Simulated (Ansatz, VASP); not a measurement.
Nb2SiO2 in VASP and in Ansatz

```xyz
5
Lattice="3.3908 0.0000 0.0000 0.0000 3.3908 0.0000 0.0000 0.0000 6.0114" Properties=species:S:1:pos:R:3 pbc="T T T"
Nb    0.0000    0.0000    0.0000
Nb    0.0000    0.0000    3.0057
Si    1.6954    1.6954    3.0057
O     1.6954    1.6954    1.1421
O     1.6954    1.6954    4.8693
```

Alike in both runs: functional PBE; k mesh 3 × 3 × 3; occupations gaussian, width 0.15 eV; no spin polarisation.

Ansatz relaxed the structure, and its values are those at the end. VASP's run is a single point on that final structure, the one shown.

|  | VASP | Ansatz |
| --- | --- | --- |
| version | VASP 6.6.1 | Ansatz 0.2.0 |
| potentials or method | VASP PAW PBE potentials, release 64 (Nb_sv, Si, O), cutoff 600 eV | scalar-relativistic, plane waves, PAW |
| valence electrons in the cell | 42 | 42 |

Ansatz gave:

| Property | Result |
| --- | --- |
| gap on the k mesh at the Fermi level (eV) | none |
| pressure (GPa) | 0.2 |
| rms of the force components (eV/Å) | 0.007 |

Problem. Which values does VASP return?

Solution. gap on the k mesh at the Fermi level (eV): none; pressure (GPa): -0.1; rms of the force components (eV/Å): 0.018.

A gap of «none» marks a metal or a gap that the smearing closes.

The k mesh is coarse, so the values compare programs but aren't converged.
